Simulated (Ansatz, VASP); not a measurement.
## Two plane-wave programs on CdBiS4

File INCAR:

```
PREC = Accurate
ENCUT = 520
EDIFF = 1E-6
ISMEAR = -1
SIGMA = 0.0143
LREAL = False
LASPH = True
NELM = 100
ALGO = Normal
ISIF = 2
LWAVE = False
LCHARG = False
GGA = PS
NBANDS = 34
```

File KPOINTS:

```
Automatic mesh
0
Gamma
  8 8 8
```

File POSCAR:

```
CdBiS4
1.0
    0.0000000000      0.0000000000      4.4367990000
    5.8815760000     -5.8815760000      2.2183990000
    5.8815760000      5.8815760000     -2.2183990000
Bi S Cd
1 4 1
Direct
    0.0000000000      0.0000000000      0.0000000000
    0.4240000000      0.0140000000      0.2820000000
    0.5620000000      0.2820000000      0.9860000000
    0.1560000000      0.9860000000      0.7180000000
    0.8580000000      0.7180000000      0.0140000000
    0.7500000000      0.5000000000      0.5000000000
```

Input for Ansatz:

```yaml
crystal:
  lattice:
    - [0.0, 0.0, 4.436799]
    - [5.881576, -5.881576, 2.218399]
    - [5.881576, 5.881576, -2.218399]
  atoms:
    - { symbol: Bi, position: [0.0, 0.0, 0.0] }
    - { symbol: S, position: [0.424, 0.014, 0.282] }
    - { symbol: S, position: [0.562, 0.282, 0.986] }
    - { symbol: S, position: [0.156, 0.986, 0.718] }
    - { symbol: S, position: [0.858, 0.718, 0.014] }
    - { symbol: Cd, position: [0.75, 0.5, 0.5] }
  symmetry: { tolerance: 0.0003 }
kpoints:
  mp_grid: { grid: [8, 8, 8], shift: [0, 0, 0] }
  band_path:
    path:
      - [0.0, 0.0, 0.0]
      - [0.0, -0.5, 0.0]
      - [0.0, -0.5, 0.5]
      - [0.0, 0.0, 0.0]
      - [0.57113152, 0.28556576, -0.28556576]
      - [0.42886848, -0.28556576, 0.28556576]
      - [0.0, -0.5, 0.5]
      - [0.0, -0.5, 0.0]
      - [0.5, -0.25, -0.25]
      - [0.5, 0.0, 0.0]
      - [0.0, 0.0, 0.0]
    npoints: 6
magnetization:
  spin_polarized: false
scf:
  occupations: { method: fermi_dirac, width: 0.0143 }
  lower_state_search: "off"
  max_iter: 200
hamiltonian:
  pseudopotentials: { kind: paw }
  xc: pbesol
basis:
  ecutwfc: 420
  fft_grid_basis: typed
output:
  forces: true
  stress: true
  eigenvalues: true
  bader: true
  populations: true
  elf: true
  write_potential: true
  volumetric_format: npy
  dos:
    e_range: [-12, 8]
    de: 0.05
    projected: { site_lists: { Bi: [Bi], Cd: [Cd], S: [S] } }
checkpoint:
  read: saved_state
```

Alike in both runs: task single point; functional PBEsol; k mesh 8 × 8 × 8; occupations fermi-dirac, width 0.0143 eV; no spin polarisation.

|  | VASP | Ansatz |
| --- | --- | --- |
| version | VASP 6.6.1 | Ansatz 0.2.0 |
| potentials or method | VASP PAW PBE potentials, release 64 (Bi_d, S, Cd), cutoff 520 eV | PAW plane waves |
| valence electrons in the cell | 51 | 59 |

|  | VASP | Ansatz | Ansatz less VASP |
| --- | --- | --- | --- |
| pressure (GPa) | -4.6 | -4.5 | +0.02 |
| traceless stress, the component that is largest in VASP (GPa) | 0.98 | 0.97 | -0.004 |
| rms of the force components (eV/Å) | 0.736 | 0.735 | -0.0015 |

VASP's potentials were made for PBE, not for PBEsol. Atom by atom the forces differ by 0.002 eV/Å (rms over components). With one functional, cell and mesh, what is left measures potentials, basis and numerics. VASP's potentials hold 51 valence electrons a cell and Ansatz's 59, so a difference there can come from the potentials and not from the codes.

Neither program's run includes spin-orbit coupling.
